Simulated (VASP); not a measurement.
# ZrN (Fm-3m) in VASP: single point with LDA

Aim: the single point of ZrN with LDA.

Program: VASP 6.6.1. These are calculated values, not measurements. Logs are shortened: lines on timing, memory, paths and dates and some standing lists are left out, and cuts for length are marked.

## (1) The cell of the first run

The structure is cubic, space group Fm-3m (No. 225). Conventional cell: a = 4.525 Å, b = 4.525 Å, c = 4.525 Å, α = 90.00°, β = 90.00°, γ = 90.00°. Within 3.0 Å of Zr (site symmetry m-3m) lie 6 N at 2.26 Å. Within 3.0 Å of N (site symmetry m-3m) lie 6 Zr at 2.26 Å.

## (2) Single point, LDA

Contents of INCAR:

```
SYSTEM = ZrN
PREC     = Accurate       ! precision mode
ENCUT    = 600            ! plane-wave cutoff, eV
EDIFF    = 1E-6           ! SCF threshold, eV
ISMEAR   = 0              ! smearing method
SIGMA    = 0.1            ! smearing width, eV
LREAL    = .False.        ! projectors in reciprocal space
LASPH    = .True.         ! aspherical terms in the spheres
NELM     = 120            ! most SCF steps
ALGO     = Normal         ! electronic algorithm
ISIF     = 2              ! what is computed and relaxed
LWAVE    = .False.        ! write WAVECAR
LCHARG   = .False.        ! write CHGCAR
NBANDS   = 16             ! bands
GGA_COMPAT= .False.
```

Contents of KPOINTS:

```
regular mesh
0
Gamma
  16 16 16
  0 0 0
```

Contents of POSCAR:

```
ZrN
1.0
    0.0000000000      2.2626091908      2.2626091908
    2.2626091908      0.0000000000      2.2626091908
    2.2626091908      2.2626091908      0.0000000000
Zr N
1 1
Direct
    0.0000000000      0.0000000000      0.0000000000
    0.5000000000      0.5000000000      0.5000000000
```

Potentials or basis: VASP PAW LDA potentials, release 64 (Zr_sv, N).

Launch:

```console
$ cat potpaw_LDA.64/Zr_sv/POTCAR potpaw_LDA.64/N/POTCAR > POTCAR
$ mpirun -np 1 vasp_std > vasp.out
```

OUTCAR:

```text
SYSTEM = ZrN
   PREC = Accurate
   ENCUT = 600
   EDIFF = 1E-6
   ISMEAR = 0
   LREAL = .False.
   LASPH = .True.
   NELM = 120
   ISIF = 2

 ion  position               nearest neighbor table
   1  0.000  0.000  0.000-   2 2.26   2 2.26   2 2.26   2 2.26   2 2.26   2 2.26
   2  0.500  0.500  0.500-   1 2.26   1 2.26   1 2.26   1 2.26   1 2.26   1 2.26

  LATTYP: Found a face centered cubic cell.
 ALAT       =     4.5252183816

  Lattice vectors:

 A1 = (   0.0000000000,   2.2626091908,   2.2626091908)
 A2 = (   2.2626091908,   0.0000000000,   2.2626091908)
 A3 = (   2.2626091908,   2.2626091908,   0.0000000000)

Analysis of symmetry for initial positions (statically):
=====================================================================
 Subroutine PRICEL returns:
 Original cell was already a primitive cell.

 Routine SETGRP: Setting up the symmetry group for a
 face centered cubic supercell.

 Subroutine GETGRP returns: Found 48 space group operations
 (whereof 48 operations were pure point group operations)
 out of a pool of 48 trial point group operations.

The static configuration has the point symmetry O_h .

Analysis of symmetry for dynamics (positions and initial velocities):
=====================================================================
 Subroutine PRICEL returns:
 Original cell was already a primitive cell.

 Routine SETGRP: Setting up the symmetry group for a
 face centered cubic supercell.

 Subroutine GETGRP returns: Found 48 space group operations
 (whereof 48 operations were pure point group operations)
 out of a pool of 48 trial point group operations.

The dynamic configuration has the point symmetry O_h .

 Subroutine INISYM returns: Found 48 space group operations
 (whereof 48 operations are pure point group operations),
 and found     1 'primitive' translations

----------------------------------------------------------------------------------------

                                     Primitive cell

  volume of cell :      23.1664

  direct lattice vectors                    reciprocal lattice vectors
     0.000000000  2.262609191  2.262609191    -0.220983810  0.220983810  0.220983810
     2.262609191  0.000000000  2.262609191     0.220983810 -0.220983810  0.220983810
     2.262609191  2.262609191  0.000000000     0.220983810  0.220983810 -0.220983810

  length of vectors
     3.199812604  3.199812604  3.199812604     0.382755187  0.382755187  0.382755187

  position of ions in fractional coordinates (direct lattice)
     0.000000000  0.000000000  0.000000000
     0.500000000  0.500000000  0.500000000

  ion indices of the primitive-cell ions
   primitive index   ion index
                 1           1
                 2           2

----------------------------------------------------------------------------------------

 KPOINTS: regular mesh

Automatic generation of k-mesh.
 Grid dimensions read from file:
 generate k-points for:   16   16   16

 Generating k-lattice:

  Cartesian coordinates                     Fractional coordinates (reciprocal lattice)
    -0.013811488  0.013811488  0.013811488     0.062500000  0.000000000  0.000000000
     0.013811488 -0.013811488  0.013811488     0.000000000  0.062500000  0.000000000
     0.013811488  0.013811488 -0.013811488     0.000000000  0.000000000  0.062500000

  Length of vectors
     0.023922199  0.023922199  0.023922199

  Shift w.r.t. Gamma in fractional coordinates (k-lattice)
     0.000000000  0.000000000  0.000000000

 Subroutine IBZKPT returns following result:
 ===========================================

 Found    145 irreducible k-points:

 Following reciprocal coordinates:
            Coordinates               Weight
  0.000000  0.000000  0.000000      1.000000
  0.062500  0.000000  0.000000      8.000000
  0.125000  0.000000  0.000000      8.000000
  0.187500  0.000000  0.000000      8.000000
  0.250000  0.000000  0.000000      8.000000
  0.312500  0.000000  0.000000      8.000000
[... 16 lines left out ...]
 -0.125000  0.062500  0.000000     24.000000
 -0.062500  0.062500  0.000000     12.000000
 [... further k-points ...]
   k-points           NKPTS =    145   k-points in BZ     NKDIM =    145   number of bands    NBANDS=     16
   number of dos      NEDOS =    301   number of ions     NIONS =      2
   total plane-waves  NPLWV =  21952
   dimension x,y,z NGX =    28 NGY =   28 NGZ =   28
   dimension x,y,z NGXF=    56 NGYF=   56 NGZF=   56
   ions per type =               1   1
   NGX,Y,Z   is equivalent  to a cutoff of  14.55, 14.55, 14.55 a.u.
   NGXF,Y,Z  is equivalent  to a cutoff of  29.09, 29.09, 29.09 a.u.
 SYSTEM =  ZrN
   PREC   = accura    normal or accurate (medium, high low for compatibility)
   ISTART =      0    job   : 0-new  1-cont  2-samecut
   ICHARG =      2    charge: 1-file 2-atom 10-const
   ISPIN  =      1    spin polarized calculation?
   LNONCOLLINEAR =      F non collinear calculations
   LSORBIT =      F    spin-orbit coupling
   LASPH  =      T    aspherical Exc in radial PAW
   ENCUT  =  600.0 eV  44.10 Ry    6.64 a.u.   6.39  6.39  6.39*2*pi/ulx,y,z
   NELM   =    120;   NELMIN=  2; NELMDL= -5     # of ELM steps
   EDIFF  = 0.1E-05   stopping-criterion for ELM
   LREAL  =      F    real-space projection
   EDIFFG = 0.1E-04   stopping-criterion for IOM
   NSW    =      0    number of steps for IOM
   IBRION =     -1    ionic relax: 0-MD 1-quasi-New 2-CG
   NFREE  =      0    steps in history (QN), initial steepest desc. (CG)
   ISIF   =      2    stress and relaxation
   ISYM   =      2    0-nonsym 1-usesym 2-fastsym
   POTIM  = 0.5000    time-step for ionic-motion
   TEBEG  =    0.0;   TEEND  =   0.0 temperature during run
   PSTRESS=    0.0 pullay stress
   NELECT =      17.0000    total number of electrons
   NUPDOWN=      -1.0000    fix difference up-down
   EMIN   =  10.00;   EMAX   =-10.00  energy-range for DOS
   EFERMI =   0.00;   METHOD = LEGACY
   ISMEAR =     0;   SIGMA  =   0.10  broadening in eV -4-tet -1-fermi 0-gaus
   EFERMI_NEDOS =   21; number of points for ismear=-14 and -15
   IALGO  =     38    algorithm
   IMIX   =      4    mixing-type and parameters
     AMIX     =   0.40;   BMIX     =  1.00
     AMIX_MAG =   1.60;   BMIX_MAG =  1.00
  volume/ion in A,a.u.               =      11.58        78.17
  Fermi-wavevector in a.u.,A,eV,Ry     =   1.476630  2.790425 29.666622  2.180435
  Thomas-Fermi vector in A             =   2.591133
   LORBIT       =      0    0 simple, 1 ext, 2 COOP (PROOUT), +10 PAW based schemes
   GGA     = CA    functional components
   LHFCALC =     F    Hartree Fock is set to
   AEXX    =    0.0000 exact exchange contribution
   IVDW    =     0    specifies the selected vdW correction
   LEPSILON=     F    determine dielectric tensor
   LRPA    =     F    only Hartree local field effects (RPA)
 non-spin polarized calculation
 Gauss-broadening in eV      SIGMA  =   0.10
  energy-cutoff  :      600.00
  volume of cell :       23.17
 maximum number of plane-waves:       787
 NGX is ok and might be reduce to    28
   NGX = 13   NGY = 13   NGZ = 13

 number of electron      17.0000000 magnetization

 Free energy of the ion-electron system (eV)
  ---------------------------------------------------
  ext. energy  EPLUGINS =         0.00000000
  ---------------------------------------------------
  free energy    TOTEN  =       -22.42157243 eV

  energy without entropy =      -22.41786372  energy(sigma->0) =      -22.41971808

 E-fermi :  12.2362     XC(G=0): -12.9840

 val. band max:       12.2310159390   @ k =   0.4375   0.1875   0.0625
 cond. band min:      12.2506576516   @ k =  -0.4375   0.3125   0.1250
 fundamental gap:      0.0196417126
 Fermi energy:        12.2361880157

 k-point     1 :       0.0000    0.0000    0.0000
  band No.  band energies     occupation
      1     -36.9186      2.00000
      2     -14.6402      2.00000
      3     -14.6402      2.00000
      4     -14.6402      2.00000
      5      -3.9421      2.00000
      6       9.5697      2.00000
[... 8 lines left out ...]
     15      21.4853      0.00000
     16      35.5975      0.00000

 k-point     2 :       0.0625    0.0000    0.0000
  band No.  band energies     occupation
      1     -36.9121      2.00000
      2     -14.6992      2.00000
      3     -14.6444      2.00000
      4     -14.6444      2.00000
      5      -3.8520      2.00000
      6       9.2150      2.00000
[... 8 lines left out ...]
     15      21.7688      0.00000
     16      34.4719      0.00000

 k-point     3 :       0.1250    0.0000    0.0000
  band No.  band energies     occupation
      1     -36.8935      2.00000
      2     -14.8632      2.00000
      3     -14.6562      2.00000
      4     -14.6562      2.00000
      5      -3.5966      2.00000
      6       8.4101      2.00000
[... 8 lines left out ...]
     15      22.5533      0.00000
     16      32.7065      0.00000

 k-point     4 :       0.1875    0.0000    0.0000
  band No.  band energies     occupation
      1     -36.8656      2.00000
      2     -15.0985      2.00000
      3     -14.6738      2.00000
      4     -14.6738      2.00000
      5      -3.2155      2.00000
      6       7.4631      2.00000
[... 8 lines left out ...]
     15      23.6382      0.00000
     16      31.1236      0.00000
[... 324 lines left out ...]
 k-point    22 :      -0.1875    0.0625    0.0000
  band No.  band energies     occupation
      1     -36.8503      2.00000
      2     -15.1948      2.00000
      3     -14.7326      2.00000
      4     -14.6622      2.00000
      5      -3.0283      2.00000
      6       6.9819      2.00000
[... 8 lines left out ...]
     15      24.1770      0.00000
     16      29.5504      0.00000

 k-point    23 :      -0.1250    0.0625    0.0000
  band No.  band energies     occupation
      1     -36.8799      2.00000
      2     -14.9575      2.00000
      3     -14.7040      2.00000
      4     -14.6475      2.00000
      5      -3.4201      2.00000
      6       7.8476      2.00000
[... 8 lines left out ...]
     15      23.1036      0.00000
     16      31.2906      0.00000

 k-point    24 :      -0.0625    0.0625    0.0000
  band No.  band energies     occupation
      1     -36.9016      2.00000
      2     -14.7806      2.00000
      3     -14.6731      2.00000
      4     -14.6412      2.00000
      5      -3.7095      2.00000
      6       8.6524      2.00000
[... 8 lines left out ...]
     15      22.2177      0.00000
     16      33.1559      0.00000

 [... further k-points ...]

------------------------ aborting loop because EDIFF is reached ----------------------------------------

  FORCE on cell =-STRESS in cart. coord.  units (eV):
  Direction    XX          YY          ZZ          XY          YZ          ZX
  --------------------------------------------------------------------------------------
  -------------------------------------------------------------------------------------
  Total        0.0872391      0.0872391      0.0872391      0.0000000      0.0000000      0.0000000
  in kB        6.0334106      6.0334106      6.0334106      0.0000000      0.0000000      0.0000000
  external PRESSURE =       6.0334106 kB  Pullay stress =       0.0000000 kB

 VOLUME and BASIS-vectors are now :
 -----------------------------------------------------------------------------
  energy-cutoff  :      600.00
  volume of cell :       23.17
      direct lattice vectors                 reciprocal lattice vectors
     0.000000000  2.262609191  2.262609191    -0.220983810  0.220983810  0.220983810
     2.262609191  0.000000000  2.262609191     0.220983810 -0.220983810  0.220983810
     2.262609191  2.262609191  0.000000000     0.220983810  0.220983810 -0.220983810

 POSITION                                       TOTAL-FORCE (eV/Angst)
 -----------------------------------------------------------------------------------
      0.00000      0.00000      0.00000        -0.000000     -0.000000     -0.000000
      2.26261      2.26261      2.26261         0.000000      0.000000      0.000000
 -----------------------------------------------------------------------------------
    total drift:                                0.000000      0.000000      0.000000

  FREE ENERGIE OF THE ION-ELECTRON SYSTEM (eV)
  ---------------------------------------------------
  free  energy   TOTEN  =       -22.4215724313 eV

  energy  without entropy=      -22.4178637228  energy(sigma->0) =      -22.41971808
```

Run time: 1.9 min. Hardware: 1 thread of Intel Xeon 8259CL, shared host; peak memory 0.19 GiB.

Results:

- Free energy: -22.4216 eV
- Pressure: 0.6 GPa
- Band gap on the k mesh: zero (an odd number of electrons rules out a gap without spin polarisation)
